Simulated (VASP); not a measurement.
# Ni (I4/mmm) in VASP: single point with r2SCAN

Aim: the single point of Ni with r2SCAN.

All numbers are computed with VASP 6.6.1; they aren't measurements. Logs are shortened: lines on timing, memory, paths and dates and some standing lists are left out, and cuts for length are marked.

### Step 1. The cell of the first run

It takes space group I4/mmm (No. 139, tetragonal). Conventional cell: a = 2.921 Å, b = 2.921 Å, c = 2.492 Å, α = 90.00°, β = 90.00°, γ = 90.00°. Ni (site symmetry 4/mmm) has 14 Ni at 2.41 to 2.92 Å within 3.2 Å.

### Step 2. Single point, r2SCAN, collinear spin, ferromagnetic start

POSCAR reads:

```
Ni
1.0
   -1.4602869420      1.4602869420      1.2457972688
    1.4602869420     -1.4602869420      1.2457972688
    1.4602869420      1.4602869420     -1.2457972688
Ni
1
Direct
    0.0000000000      0.0000000000      0.0000000000
```

INCAR.step1 reads:

```
ALGO = Normal
EDIFF = 1E-4
ENCUT = 520
GGA = PE
ISMEAR = 0
ISPIN = 2
LASPH = True
LCHARG = False
LMAXMIX = 4
LREAL = False
LWAVE = True
MAGMOM = 0.78
NBANDS = 15
NELM = 150
PREC = Accurate
SIGMA = 0.1
```

INCAR.step2 reads:

```
ALGO = Normal
EDIFF = 1E-6
ENCUT = 520
ISIF = 2
ISMEAR = 0
ISPIN = 2
ISTART = 1
LASPH = True
LCHARG = False
LMAXMIX = 4
LMIXTAU = True
LORBIT = 11
LREAL = False
LWAVE = False
MAGMOM = 0.78
METAGGA = R2SCAN
NBANDS = 15
NELM = 150
PREC = Accurate
SIGMA = 0.1
```

KPOINTS reads:

```
k-points
0
Gamma
  10 10 10
```

Potentials or basis: VASP PAW PBE potentials, release 64 (Ni).

Launch:

```bash
cat potpaw_PBE.64/Ni/POTCAR > POTCAR
cp INCAR.step1 INCAR
mpirun -np 1 vasp_std > vasp.out
cp INCAR.step2 INCAR
mpirun -np 1 vasp_std > vasp.out
```

OUTCAR:

```text
EDIFF = 1E-6
   ENCUT = 520
   ISIF = 2
   ISMEAR = 0
   ISPIN = 2
   ISTART = 1
   LASPH = True
   LORBIT = 11
   LREAL = False
   METAGGA = R2SCAN
   NELM = 150
   PREC = Accurate

 ion  position               nearest neighbor table
   1  0.000  0.000  0.000-

  LATTYP: Found a body centered tetragonal cell.
 ALAT       =     2.9205738840
 C/A-ratio  =     0.8531181324

  Lattice vectors:

 A1 = (  -1.4602869420,   1.4602869420,   1.2457972688)
 A2 = (   1.4602869420,  -1.4602869420,   1.2457972688)
 A3 = (   1.4602869420,   1.4602869420,  -1.2457972688)

Analysis of symmetry for initial positions (statically):
=====================================================================
 Subroutine PRICEL returns:
 Original cell was already a primitive cell.

 Routine SETGRP: Setting up the symmetry group for a
 body centered tetragonal supercell.

 Subroutine GETGRP returns: Found 16 space group operations
 (whereof 16 operations were pure point group operations)
 out of a pool of 16 trial point group operations.

The static configuration has the point symmetry D_4h.

Analysis of symmetry for dynamics (positions and initial velocities):
=====================================================================
 Subroutine PRICEL returns:
 Original cell was already a primitive cell.

 Routine SETGRP: Setting up the symmetry group for a
 body centered tetragonal supercell.

 Subroutine GETGRP returns: Found 16 space group operations
 (whereof 16 operations were pure point group operations)
 out of a pool of 16 trial point group operations.

The dynamic configuration has the point symmetry D_4h.

Analysis of structural, dynamic, and magnetic symmetry:
=====================================================================
 Subroutine PRICEL returns:
 Original cell was already a primitive cell.

 Routine SETGRP: Setting up the symmetry group for a
 body centered tetragonal supercell.

 Subroutine GETGRP returns: Found 16 space group operations
 (whereof 16 operations were pure point group operations)
 out of a pool of 16 trial point group operations.

The overall configuration has the point symmetry D_4h.

 Subroutine INISYM returns: Found 16 space group operations
 (whereof 16 operations are pure point group operations),
 and found     1 'primitive' translations

----------------------------------------------------------------------------------------

                                     Primitive cell

  volume of cell :      10.6263

  direct lattice vectors                    reciprocal lattice vectors
    -1.460286942  1.460286942  1.245797269     0.000000000  0.342398460  0.401349411
     1.460286942 -1.460286942  1.245797269     0.342398460  0.000000000  0.401349411
[... 127 lines left out ...]
  ---------------------------------------------------
  free energy    TOTEN  =       -11.86939427 eV

  energy without entropy =      -11.86441771  energy(sigma->0) =      -11.86690599

 E-fermi :   9.5019     XC(G=0): -14.5303

 val. band max:        9.4988269114   @ k =  -0.3000   0.3000   0.2000
 cond. band min:       9.5020619321   @ k =   0.3000   0.3000   0.2000
 fundamental gap:      0.0032350207
 Fermi energy:         9.5019004181

 spin component 1

 k-point     1 :       0.0000    0.0000    0.0000
  band No.  band energies     occupation
      1       0.0829      1.00000
      2       6.1440      1.00000
      3       7.0841      1.00000
      4       7.0843      1.00000
      5       7.2686      1.00000
      6       8.6322      1.00000
      7      35.1552      0.00000
      8      35.1552      0.00000
      9      40.1350      0.00000
     10      40.5405      0.00000
     11      40.6570      0.00000
     12      43.4688      0.00000
     13      43.4689      0.00000
     14      44.5935      0.00000
[... 403 lines left out ...]
      4       8.0653      1.00000
      5       8.1710      1.00000
      6      13.6369      0.00000
      7      17.2210      0.00000
      8      20.6566      0.00000
      9      30.2083      0.00000
     10      37.5996      0.00000
     11      41.6100      0.00000
     12      49.8862      0.00000
     13      50.8305      0.00000
     14      53.3248      0.00000
     15      55.7664      0.00000

 [... further k-points ...]

 spin component 2

 k-point     1 :       0.0000    0.0000    0.0000
  band No.  band energies     occupation
      1      -0.1415      1.00000
      2       7.5328      1.00000
      3       8.1053      1.00000
      4       8.1054      1.00000
      5       8.5430      1.00000
      6       9.2468      0.99985
      7      35.0826      0.00000
      8      35.0826      0.00000
      9      40.5257      0.00000
     10      40.5978      0.00000
     11      40.8189      0.00000
     12      43.7954      0.00000
     13      43.7955      0.00000
     14      44.5624      0.00000
[... 403 lines left out ...]
      4       8.8846      1.00000
      5       9.4336      0.83289
      6      14.1000      0.00000
      7      17.5560      0.00000
      8      20.9430      0.00000
      9      30.3874      0.00000
     10      37.6943      0.00000
     11      41.7910      0.00000
     12      50.3395      0.00000
     13      51.6579      0.00000
     14      55.0777      0.00000
     15      56.3331      0.00000

 [... further k-points ...]

------------------------ aborting loop because EDIFF is reached ----------------------------------------

  FORCE on cell =-STRESS in cart. coord.  units (eV):
  Direction    XX          YY          ZZ          XY          YZ          ZX
  --------------------------------------------------------------------------------------
  -------------------------------------------------------------------------------------
  Total        0.0108741      0.0108741      0.0309707      0.0000000      0.0000000     -0.0000000
  in kB        1.6395373      1.6395373      4.6695729      0.0000000      0.0000000     -0.0000000
  external PRESSURE =       2.6495492 kB  Pullay stress =       0.0000000 kB

 VOLUME and BASIS-vectors are now :
 -----------------------------------------------------------------------------
  energy-cutoff  :      520.00
  volume of cell :       10.63
      direct lattice vectors                 reciprocal lattice vectors
    -1.460286942  1.460286942  1.245797269     0.000000000  0.342398460  0.401349411
     1.460286942 -1.460286942  1.245797269     0.342398460  0.000000000  0.401349411
     1.460286942  1.460286942 -1.245797269     0.342398460  0.342398460  0.000000000

 POSITION                                       TOTAL-FORCE (eV/Angst)
 -----------------------------------------------------------------------------------
      0.00000      0.00000      0.00000        -0.000000     -0.000000      0.000000
 -----------------------------------------------------------------------------------
    total drift:                                0.000000      0.000000      0.000000

  FREE ENERGIE OF THE ION-ELECTRON SYSTEM (eV)
  ---------------------------------------------------
  free  energy   TOTEN  =       -11.8693942750 eV

  energy  without entropy=      -11.8644177064  energy(sigma->0) =      -11.86690599

 total charge

# of ion       s       p       d       tot
------------------------------------------
    1        0.525   0.534   8.342   9.401

 magnetization (x)

# of ion       s       p       d       tot
------------------------------------------
    1       -0.009  -0.038   0.774   0.727
```

OUTCAR.step1:

```text
EDIFF = 1E-4
   ENCUT = 520
   GGA = PE
   ISMEAR = 0
   ISPIN = 2
[... 1102 lines left out ...]

 POSITION                                       TOTAL-FORCE (eV/Angst)
 -----------------------------------------------------------------------------------
      0.00000      0.00000      0.00000         0.000000     -0.000000      0.000000
 -----------------------------------------------------------------------------------
    total drift:                                0.000000      0.000000      0.000000

  FREE ENERGIE OF THE ION-ELECTRON SYSTEM (eV)
  ---------------------------------------------------
  free  energy   TOTEN  =        -5.3911216794 eV

  energy  without entropy=       -5.3863962324  energy(sigma->0) =       -5.38875896
```

Run time: 2 min. Hardware: 1 thread of Intel Xeon 6975P-C (Granite Rapids), shared host; peak memory 0.14 GiB.

Results:

* Free energy: -11.8694 eV
* Pressure: 0.3 GPa
* Net moment: 0.71 μB per cell
* Site moments: Ni +0.73 μB
* Valence electrons inside the program's atomic spheres: Ni 9.40

Stress tensor (GPa, compression positive):
```
0.16 0.00 0.00
0.00 0.16 0.00
0.00 0.00 0.47
```

Caveat: the PAW data sets were made with another functional, which shifts forces and pressure a little.
